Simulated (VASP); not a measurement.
Input of a VASP 6.6.1 run:

INCAR

```
  PREC = Accurate
  ENCUT = 600
  EDIFF = 1E-7
  ISMEAR = 0
  SIGMA = 0.1
  LREAL = False
  LASPH = True
  NELM = 100
  ALGO = Normal
  ISIF = 3
  LWAVE = False
  LCHARG = False
  GGA = PE
  IBRION = 2
  NSW = 90
  EDIFFG = -0.04
```

The input KPOINTS:

```
regular mesh
0
Gamma
  6 6 2
```

POSCAR

```
MgCd2Se3
1.0
    4.1330215600      0.0000000000      0.0000000000
   -2.0665107800      3.5793016600      0.0000000000
    0.0000000000      0.0000000000     10.1237939100
Mg Cd Se
1 2 3
Direct
    0.0000000000      0.0000000000      0.0000000000
    0.3333333300      0.6666666700      0.6666666700
    0.6666666700      0.3333333300      0.3333333300
    0.0000000000      0.0000000000      0.5000000000
    0.3333333300      0.6666666700      0.1666666700
    0.6666666700      0.3333333300      0.8333333300
```

Potentials or basis: VASP PAW PBE potentials, release 64 (Mg, Cd, Se).

Launch:

```console
$ cat potpaw_PBE.64/Mg/POTCAR potpaw_PBE.64/Cd/POTCAR potpaw_PBE.64/Se/POTCAR > POTCAR
$ mpirun -np 1 vasp_std > vasp.out
```

**Question.** What does it give for the relaxed volume?

**Answer.** 22.89 Å³/atom.

**Question.** Predict the relaxed cell.

**Answer.** a = 4.018 Å, b = 4.018 Å, c = 9.825 Å, α = 90.00°, β = 90.00°, γ = 120.00°.

**Question.** Estimate the band gap on the k mesh.

**Answer.** 0.16 eV (least direct gap 0.76 eV).

Final structure:
```yaml
crystal:
  lattice:
    - [4.01805, 0.00000, 0.00000]
    - [-2.00902, 3.47973, 0.00000]
    - [0.00000, 0.00000, 9.82458]
  atoms:
    - { symbol: Mg, position: [0.00000, 0.00000, 0.00000] }
    - { symbol: Cd, position: [0.33333, 0.66667, 0.67019] }
    - { symbol: Cd, position: [0.66667, 0.33333, 0.32981] }
    - { symbol: Se, position: [0.00000, 0.00000, 0.50000] }
    - { symbol: Se, position: [0.33333, 0.66667, 0.15703] }
    - { symbol: Se, position: [0.66667, 0.33333, 0.84297] }
```

A k mesh can miss the band edges.
